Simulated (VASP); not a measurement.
Here is a VASP 6.6.1 calculation.

INCAR

```
ALGO = Normal
EDIFF = 1E-7
EDIFFG = -0.01
ENCUT = 520
GGA = PE
IBRION = 2
ISIF = 2
ISMEAR = -1
LASPH = T
LCHARG = F
LREAL = F
LWAVE = F
NELM = 80
NSW = 80
PREC = Accurate
SIGMA = 0.05
```

KPOINTS

```
k-points
0
Gamma
  9 9 1
```

POSCAR

```
Pb
1.0
    3.4928246563      0.0000000000      0.0000000000
   -1.7464123282      3.0248748834      0.0000000000
    0.0000000000      0.0000000000     23.5556381691
Pb
4
Direct
    0.6666666667      0.3333333333      0.3183951097
    0.3333333333      0.6666666667      0.4394650366
    0.0000000000      0.0000000000      0.5605349634
    0.6666666667      0.3333333333      0.6816048903
```

Potentials or basis: VASP PAW PBE potentials, release 64 (Pb_d).

The run is started by

```bash
$ cat potpaw_PBE.64/Pb_d/POTCAR > POTCAR
$ mpirun -np 1 vasp_std > vasp.out
```

What does it give for the band gap on the k mesh?

Zero (bands 28 and 29 overlap by 4.48 eV).

Predict the energy gained by relaxing.

7.0 meV/atom.

Final structure:
```
CELL_PARAMETERS angstrom
3.49282 0.00000 0.00000
-1.74641 3.02487 0.00000
0.00000 0.00000 23.55564
ATOMIC_POSITIONS crystal
Pb 0.66667 0.33333 0.31660
Pb 0.33333 0.66667 0.43494
Pb 0.00000 0.00000 0.56506
Pb 0.66667 0.33333 0.68340
```

Caveat: there is no dipole correction, which matters where the two faces differ; spin-orbit coupling is left out, which moves the levels of the heavy elements.
